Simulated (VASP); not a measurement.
Input of a VASP 6.6.1 run:

File INCAR:

```
  ALGO = Normal
  EDIFF = 1E-6
  ENCUT = 600
  GGA = PE
  GGA_COMPAT = False
  ISIF = 2
  ISMEAR = 0
  LASPH = True
  LCHARG = False
  LREAL = False
  LWAVE = False
  NBANDS = 14
  NELM = 120
  PREC = Accurate
  SIGMA = 0.015
```

The input KPOINTS:

```
k-points
0
Gamma
  10 10 10
```

The input POSCAR:

```
HfN
1.0
    0.0000000000      2.2560000000      2.2560000000
    2.2560000000      0.0000000000      2.2560000000
    2.2560000000      2.2560000000      0.0000000000
Hf N
1 1
Direct
    0.0000000000      0.0000000000      0.0000000000
    0.5000000000      0.5000000000      0.5000000000
```

Potentials or basis: VASP PAW PBE potentials, release 64 (Hf_pv, N).

The run is started by

```console
$ cat potpaw_PBE.64/Hf_pv/POTCAR potpaw_PBE.64/N/POTCAR > POTCAR
$ mpirun -np 1 vasp_std > vasp.out
```

Q: Estimate the band gap on the k mesh.

A: Zero (an odd number of electrons rules out a gap without spin polarisation).

Q: What does it give for the pressure?

A: 4.1 GPa.

Caveat: the cell stands under pressure; spin-orbit coupling is left out, which moves the levels of the heavy elements.
